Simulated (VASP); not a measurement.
# Sb (Im-3m) in VASP: notebook

Runs on Sb. Level: revPBE. Tasks: relaxation of cell and atoms, single point.

Everything below comes from runs of VASP 6.6.1. Logs are shortened: lines on timing, memory, paths and dates and some standing lists are left out, and cuts for length are marked.

### Step 1. The cell of the first run

Symmetry: Im-3m, No. 229, cubic system. The conventional cell has a = 3.788 Å, b = 3.788 Å, c = 3.788 Å, α = 90.00°, β = 90.00°, γ = 90.00°. Sb (site symmetry m-3m) has 14 Sb at 3.28 to 3.79 Å within 4.3 Å.

### Step 2. Relaxation of cell and atoms, revPBE

Input file INCAR:

```
PREC = Accurate
ENCUT = 600
EDIFF = 1E-6
ISMEAR = -1
SIGMA = 0.1
LREAL = F
LASPH = T
NELM = 60
ALGO = Normal
ISIF = 3
LWAVE = F
LCHARG = F
GGA = RE
IBRION = 2
NSW = 80
EDIFFG = -0.01
```

Input file KPOINTS:

```
regular mesh
0
Gamma
  12 12 12
```

Input file POSCAR:

```
Sb
1.0
   -1.8941349331      1.8941349331      1.8941349331
    1.8941349331     -1.8941349331      1.8941349331
    1.8941349331      1.8941349331     -1.8941349331
Sb
1
Direct
    0.0000000000      0.0000000000      0.0000000000
```

Potentials or basis: VASP PAW PBE potentials, release 64 (Sb).

Command:

```
> cat potpaw_PBE.64/Sb/POTCAR > POTCAR
> mpirun -np 1 vasp_std > vasp.out
```

OUTCAR:

```text
PREC = Accurate
   ENCUT = 600
   EDIFF = 1E-6
   ISMEAR = -1
   LREAL = F
   LASPH = T
   NELM = 60
   ISIF = 3
   GGA = RE
   IBRION = 2
   NSW = 80
   EDIFFG = -0.01

 ion  position               nearest neighbor table
   1  0.000  0.000  0.000-

  LATTYP: Found a body centered cubic cell.
 ALAT       =     3.7882698662

  Lattice vectors:

 A1 = (  -1.8941349331,   1.8941349331,   1.8941349331)
 A2 = (   1.8941349331,  -1.8941349331,   1.8941349331)
 A3 = (   1.8941349331,   1.8941349331,  -1.8941349331)

Analysis of symmetry for initial positions (statically):
=====================================================================
 Subroutine PRICEL returns:
 Original cell was already a primitive cell.

 Routine SETGRP: Setting up the symmetry group for a
 body centered cubic supercell.

 Subroutine GETGRP returns: Found 48 space group operations
 (whereof 48 operations were pure point group operations)
 out of a pool of 48 trial point group operations.

The static configuration has the point symmetry O_h .

Analysis of symmetry for dynamics (positions and initial velocities):
=====================================================================
 Subroutine PRICEL returns:
 Original cell was already a primitive cell.

 Routine SETGRP: Setting up the symmetry group for a
 body centered cubic supercell.

 Subroutine GETGRP returns: Found 48 space group operations
 (whereof 48 operations were pure point group operations)
 out of a pool of 48 trial point group operations.

The dynamic configuration has the point symmetry O_h .

 Subroutine INISYM returns: Found 48 space group operations
 (whereof 48 operations are pure point group operations),
 and found     1 'primitive' translations

----------------------------------------------------------------------------------------

                                     Primitive cell

  volume of cell :      27.1827

  direct lattice vectors                    reciprocal lattice vectors
    -1.894134933  1.894134933  1.894134933     0.000000000  0.263972746  0.263972746
     1.894134933 -1.894134933  1.894134933     0.263972746  0.000000000  0.263972746
     1.894134933  1.894134933 -1.894134933     0.263972746  0.263972746  0.000000000

  length of vectors
     3.280737941  3.280737941  3.280737941     0.373313838  0.373313838  0.373313838

  position of ions in fractional coordinates (direct lattice)
     0.000000000  0.000000000  0.000000000

[... 81 lines left out ...]
   ISIF   =      3    stress and relaxation
   ISYM   =      2    0-nonsym 1-usesym 2-fastsym
   POTIM  = 0.5000    time-step for ionic-motion
   TEBEG  =    0.0;   TEEND  =   0.0 temperature during run
   PSTRESS=    0.0 pullay stress
   NELECT =       5.0000    total number of electrons
   NUPDOWN=      -1.0000    fix difference up-down
   EMIN   =  10.00;   EMAX   =-10.00  energy-range for DOS
   EFERMI =   0.00;   METHOD = LEGACY
   ISMEAR =    -1;   SIGMA  =   0.10  broadening in eV -4-tet -1-fermi 0-gaus
   EFERMI_NEDOS =   21; number of points for ismear=-14 and -15
   IALGO  =     38    algorithm
   IMIX   =      4    mixing-type and parameters
     AMIX     =   0.40;   BMIX     =  1.00
     AMIX_MAG =   1.60;   BMIX_MAG =  1.00
  volume/ion in A,a.u.               =      27.18       183.44
  Fermi-wavevector in a.u.,A,eV,Ry     =   0.931038  1.759406 11.793954  0.866831
  Thomas-Fermi vector in A             =   2.057489
   LORBIT       =      0    0 simple, 1 ext, 2 COOP (PROOUT), +10 PAW based schemes
   GGA     = RE    functional components
   LHFCALC =     F    Hartree Fock is set to
   AEXX    =    0.0000 exact exchange contribution
   IVDW    =     0    specifies the selected vdW correction
   LEPSILON=     F    determine dielectric tensor
   LRPA    =     F    only Hartree local field effects (RPA)
 conjugate gradient relaxation of ions
 non-spin polarized calculation
  energy-cutoff  :      600.00
  volume of cell :       27.18
 maximum number of plane-waves:       935
 NGX is ok and might be reduce to    28
   NGX = 13   NGY = 13   NGZ = 13

--------------------------------------- Ionic step        1  -------------------------------------------

 number of electron       5.0000000 magnetization

 Free energy of the ion-electron system (eV)
  ---------------------------------------------------
  ext. energy  EPLUGINS =         0.00000000
  ---------------------------------------------------
  free energy    TOTEN  =        -3.59911103 eV

  energy without entropy =       -3.58170833  energy(sigma->0) =       -3.59040968

------------------------ aborting loop because EDIFF is reached ----------------------------------------

  FORCE on cell =-STRESS in cart. coord.  units (eV):
  Direction    XX          YY          ZZ          XY          YZ          ZX
  --------------------------------------------------------------------------------------
  -------------------------------------------------------------------------------------
  Total        0.1561580      0.1561580      0.1561580      0.0000000      0.0000000      0.0000000
  in kB        9.2041149      9.2041149      9.2041149      0.0000000      0.0000000      0.0000000
  external PRESSURE =       9.2041149 kB  Pullay stress =       0.0000000 kB
[... 57 lines left out ...]
--------------------------------------- Ionic step        3  -------------------------------------------

 number of electron       5.0000000 magnetization

 Free energy of the ion-electron system (eV)
  ---------------------------------------------------
  ext. energy  EPLUGINS =         0.00000000
  ---------------------------------------------------
  free energy    TOTEN  =        -3.60028522 eV

  energy without entropy =       -3.58303982  energy(sigma->0) =       -3.59166252

 E-fermi :   8.2176     XC(G=0): -10.0930

 val. band max:        8.2162243739   @ k =  -0.4167   0.5000   0.0833
 cond. band min:       8.3359500660   @ k =   0.4167   0.0833   0.0833
 fundamental gap:      0.1197256921
 Fermi energy:         8.2175703950

 k-point     1 :       0.0000    0.0000    0.0000
  band No.  band energies     occupation
      1      -4.4404      2.00000
      2      13.5240      0.00000
      3      13.5240      0.00000
      4      13.5240      0.00000
      5      18.6247      0.00000
      6      18.6247      0.00000
[... 199 lines left out ...]
 k-point    24 :       0.4167    0.0833    0.0833
  band No.  band energies     occupation
      1      -0.3566      2.00000
      2       3.0776      2.00000
      3       8.3360      0.46874
      4      10.0317      0.00000
      5      16.5943      0.00000
      6      17.1985      0.00000

 [... further k-points ...]
[... 5 lines left out ...]
  --------------------------------------------------------------------------------------
  -------------------------------------------------------------------------------------
  Total        0.0006707      0.0006707      0.0006707      0.0000000      0.0000000     -0.0000000
  in kB        0.0389396      0.0389396      0.0389396      0.0000000      0.0000000     -0.0000000
  external PRESSURE =       0.0389396 kB  Pullay stress =       0.0000000 kB
[... 16 lines left out ...]
  FREE ENERGIE OF THE ION-ELECTRON SYSTEM (eV)
  ---------------------------------------------------
  free  energy   TOTEN  =        -3.6002852224 eV

  energy  without entropy=       -3.5830398190  energy(sigma->0) =       -3.59166252

 reached required accuracy - stopping structural energy minimisation
```

OSZICAR:

```text
N       E                     dE             d eps       ncg     rms          rms(c)
DAV:   1     0.875119645076E+01    0.87512E+01   -0.17622E+03   864   0.620E+02
DAV:   2    -0.339259631082E+01   -0.12144E+02   -0.11412E+02  1200   0.788E+01
DAV:   3    -0.360089772573E+01   -0.20830E+00   -0.20091E+00  1062   0.103E+01
DAV:   4    -0.360167440842E+01   -0.77668E-03   -0.77666E-03  1164   0.814E-01
[... 13 lines left out ...]
       N       E                     dE             d eps       ncg     rms          rms(c)
DAV:   1    -0.360059195225E+01   -0.57804E-03   -0.10531E-02   930   0.589E-01    0.812E-02
DAV:   2    -0.360039216223E+01    0.19979E-03   -0.15706E-04   876   0.107E-01    0.460E-02
DAV:   3    -0.360028553700E+01    0.10663E-03   -0.20833E-04   876   0.836E-02    0.150E-02
DAV:   4    -0.360028522242E+01    0.31458E-06   -0.11782E-06   906   0.117E-02
   3 F= -.36002852E+01 E0= -.35916625E+01  d E =-.117419E-02
```

Run time: 24 s. Hardware: 1 thread of AMD EPYC 7R43 (Zen 3), shared host; peak memory 0.13 GiB.

What came out:

- Free energy: -3.6003 eV
- Relaxed volume: 27.60 Å³/atom
- Relaxed cell: a = 3.297 Å, b = 3.297 Å, c = 3.297 Å, α = 109.47°, β = 109.47°, γ = 109.47°
- Space group after relaxing (to 0.05 Å): Im-3m (No. 229)
- Energy gained by relaxing: 1.2 meV/atom
- Ionic steps: 3
- Pressure after relaxing: 0.0 GPa

The path:
```csv
step,energy change (eV),largest force (eV/Å),pressure (GPa),volume (Å³)
1,0.0000,0.0000,0.92,27.18
2,-0.0009,0.0000,-0.42,27.80
3,-0.0012,0.0000,0.00,27.60
```

Final structure:
```yaml
crystal:
  lattice:
    - [-1.90373, 1.90373, 1.90373]
    - [1.90373, -1.90373, 1.90373]
    - [1.90373, 1.90373, -1.90373]
  atoms:
    - { symbol: Sb, position: [0.00000, 0.00000, 0.00000] }
```

Caveat: the PAW data sets were made with another functional, which shifts forces and pressure a little; spin-orbit coupling is left out, which moves the levels of the heavy elements.

### Step 3. Single point, revPBE

This run uses another cell than the first one, of 27.69 Å³/atom, 1.019 times its volume.

Input file INCAR:

```
PREC = Accurate
ENCUT = 520
EDIFF = 1E-7
ISMEAR = -1
SIGMA = 0.1
LREAL = F
LASPH = T
NELM = 60
ALGO = Normal
ISIF = 2
LWAVE = F
LCHARG = T
GGA = RE
LELF = T
LVHAR = T
NBANDS = 8
```

Input file KPOINTS:

```
Automatic mesh
0
Gamma
  19 19 19
```

Input file POSCAR:

```
Sb
1.0
   -1.9058694391      1.9058694391      1.9058694391
    1.9058694391     -1.9058694391      1.9058694391
    1.9058694391      1.9058694391     -1.9058694391
Sb
1
Direct
    0.0000000000      0.0000000000      0.0000000000
```

Potentials or basis: VASP PAW PBE potentials, release 64 (Sb).

Command:

```
> cat potpaw_PBE.64/Sb/POTCAR > POTCAR
> mpirun -np 1 vasp_std > vasp.out
```

OUTCAR:

```text
PREC = Accurate
   ENCUT = 520
   EDIFF = 1E-7
   ISMEAR = -1
   LREAL = F
   LASPH = T
   NELM = 60
   ISIF = 2
   GGA = RE

 ion  position               nearest neighbor table
   1  0.000  0.000  0.000-

  LATTYP: Found a body centered cubic cell.
 ALAT       =     3.8117388782

  Lattice vectors:

 A1 = (  -1.9058694391,   1.9058694391,   1.9058694391)
 A2 = (   1.9058694391,  -1.9058694391,   1.9058694391)
 A3 = (   1.9058694391,   1.9058694391,  -1.9058694391)

Analysis of symmetry for initial positions (statically):
=====================================================================
 Subroutine PRICEL returns:
 Original cell was already a primitive cell.

 Routine SETGRP: Setting up the symmetry group for a
 body centered cubic supercell.

 Subroutine GETGRP returns: Found 48 space group operations
 (whereof 48 operations were pure point group operations)
 out of a pool of 48 trial point group operations.

The static configuration has the point symmetry O_h .

Analysis of symmetry for dynamics (positions and initial velocities):
=====================================================================
 Subroutine PRICEL returns:
 Original cell was already a primitive cell.

 Routine SETGRP: Setting up the symmetry group for a
 body centered cubic supercell.

 Subroutine GETGRP returns: Found 48 space group operations
 (whereof 48 operations were pure point group operations)
 out of a pool of 48 trial point group operations.

The dynamic configuration has the point symmetry O_h .

 Subroutine INISYM returns: Found 48 space group operations
 (whereof 48 operations are pure point group operations),
 and found     1 'primitive' translations

----------------------------------------------------------------------------------------

                                     Primitive cell

  volume of cell :      27.6911

  direct lattice vectors                    reciprocal lattice vectors
    -1.905869439  1.905869439  1.905869439     0.000000000  0.262347457  0.262347457
[... 101 lines left out ...]
   IALGO  =     38    algorithm
   IMIX   =      4    mixing-type and parameters
     AMIX     =   0.40;   BMIX     =  1.00
     AMIX_MAG =   1.60;   BMIX_MAG =  1.00
  volume/ion in A,a.u.               =      27.69       186.87
  Fermi-wavevector in a.u.,A,eV,Ry     =   0.925305  1.748573 11.649169  0.856190
  Thomas-Fermi vector in A             =   2.051145
   LORBIT       =      0    0 simple, 1 ext, 2 COOP (PROOUT), +10 PAW based schemes
   GGA     = RE    functional components
   LHFCALC =     F    Hartree Fock is set to
   AEXX    =    0.0000 exact exchange contribution
   IVDW    =     0    specifies the selected vdW correction
   LEPSILON=     F    determine dielectric tensor
   LRPA    =     F    only Hartree local field effects (RPA)
 non-spin polarized calculation
  energy-cutoff  :      520.00
  volume of cell :       27.69
 maximum number of plane-waves:       767
 NGX is ok and might be reduce to    28
   NGX = 13   NGY = 13   NGZ = 13

 number of electron       4.9999999 magnetization

 Free energy of the ion-electron system (eV)
  ---------------------------------------------------
  ext. energy  EPLUGINS =         0.00000000
  ---------------------------------------------------
  free energy    TOTEN  =        -3.59135687 eV

  energy without entropy =       -3.57114980  energy(sigma->0) =       -3.58125334

 E-fermi :   8.1574     XC(G=0): -10.0779

 val. band max:        8.1509558787   @ k =  -0.3158   0.3158   0.2632
 cond. band min:       8.1826927255   @ k =  -0.2105   0.2632   0.0526
 fundamental gap:      0.0317368468
 Fermi energy:         8.1574206250

 k-point     1 :       0.0000    0.0000    0.0000
  band No.  band energies     occupation
      1      -4.4574      2.00000
      2      13.4558      0.00000
      3      13.4558      0.00000
      4      13.4558      0.00000
      5      18.5696      0.00000
      6      18.5696      0.00000
      7      18.5696      0.00000
      8      19.8971      0.00000
[... 243 lines left out ...]
 k-point    24 :       0.3158    0.1053    0.0000
  band No.  band energies     occupation
      1      -1.6708      2.00000
      2       4.7886      2.00000
      3       9.1511      0.00010
      4      11.3700      0.00000
      5      15.3695      0.00000
      6      16.8115      0.00000
      7      19.4246      0.00000
      8      22.7887      0.00000

 [... further k-points ...]
[... 5 lines left out ...]
  --------------------------------------------------------------------------------------
  -------------------------------------------------------------------------------------
  Total       -0.0276980     -0.0276980     -0.0276980     -0.0000000      0.0000000     -0.0000000
  in kB       -1.6025796     -1.6025796     -1.6025796     -0.0000000      0.0000000     -0.0000000
  external PRESSURE =      -1.6025796 kB  Pullay stress =       0.0000000 kB

 VOLUME and BASIS-vectors are now :
 -----------------------------------------------------------------------------
  energy-cutoff  :      520.00
  volume of cell :       27.69
      direct lattice vectors                 reciprocal lattice vectors
    -1.905869439  1.905869439  1.905869439     0.000000000  0.262347457  0.262347457
     1.905869439 -1.905869439  1.905869439     0.262347457  0.000000000  0.262347457
     1.905869439  1.905869439 -1.905869439     0.262347457  0.262347457  0.000000000

 POSITION                                       TOTAL-FORCE (eV/Angst)
 -----------------------------------------------------------------------------------
      0.00000      0.00000      0.00000        -0.000000     -0.000000     -0.000000
 -----------------------------------------------------------------------------------
    total drift:                                0.000000      0.000000     -0.000000

  FREE ENERGIE OF THE ION-ELECTRON SYSTEM (eV)
  ---------------------------------------------------
  free  energy   TOTEN  =        -3.5913568739 eV

  energy  without entropy=       -3.5711498022  energy(sigma->0) =       -3.58125334
```

OSZICAR:

```text
N       E                     dE             d eps       ncg     rms          rms(c)
DAV:   1     0.507175605958E+01    0.50718E+01   -0.15892E+03  3520   0.401E+02
DAV:   2    -0.349894322739E+01   -0.85707E+01   -0.81774E+01  5032   0.515E+01
DAV:   3    -0.359367254409E+01   -0.94729E-01   -0.94601E-01  4248   0.600E+00
DAV:   4    -0.359395206140E+01   -0.27952E-03   -0.27951E-03  5424   0.402E-01
DAV:   5    -0.359395249978E+01   -0.43838E-06   -0.43819E-06  4544   0.106E-02    0.171E+00
DAV:   6    -0.359210466528E+01    0.18478E-02   -0.23896E-03  4336   0.269E-01    0.972E-01
DAV:   7    -0.359131685639E+01    0.78781E-03   -0.52366E-03  4280   0.396E-01    0.734E-02
DAV:   8    -0.359135706012E+01   -0.40204E-04   -0.92607E-05  4808   0.716E-02    0.568E-03
DAV:   9    -0.359135752411E+01   -0.46399E-06   -0.15278E-06  4888   0.878E-03    0.120E-03
DAV:  10    -0.359135703436E+01    0.48974E-06   -0.65908E-08  4904   0.162E-03    0.127E-03
DAV:  11    -0.359135682806E+01    0.20630E-06   -0.17241E-09  2992   0.360E-04    0.121E-04
DAV:  12    -0.359135687388E+01   -0.45819E-07   -0.11682E-10  2288   0.758E-05
   1 F= -.35913569E+01 E0= -.35812533E+01  d E =-.202071E-01
```

stdout:

```text
POSCAR found type information on POSCAR Sb
 POSCAR found :  1 types and       1 ions
 scaLAPACK will be used
 -----------------------------------------------------------------------------
|                                                                             |
|                                                                             |
|     You enforced a specific xc type in the INCAR file but a different       |
|     I HOPE YOU KNOW WHAT YOU ARE DOING!                                     |
|                                                                             |
 -----------------------------------------------------------------------------

 LDA part: xc-table for (Slater+PW92), standard interpolation
 POSCAR, INCAR and KPOINTS ok, starting setup
 FFT: planning ... GRIDC
 FFT: planning ... GRID_SOFT
 FFT: planning ... GRID
 WAVECAR not read
 entering main loop
```

Wall time 48 s (1 thread of AMD EPYC 7R43 (Zen 3), shared host); peak memory 0.15 GiB.

Results:

| Quantity | Value |
| --- | --- |
| Free energy | -3.5914 eV |
| Pressure | -0.2 GPa |

Caveat: the PAW data sets were made with another functional, which shifts forces and pressure a little; spin-orbit coupling is left out, which moves the levels of the heavy elements.
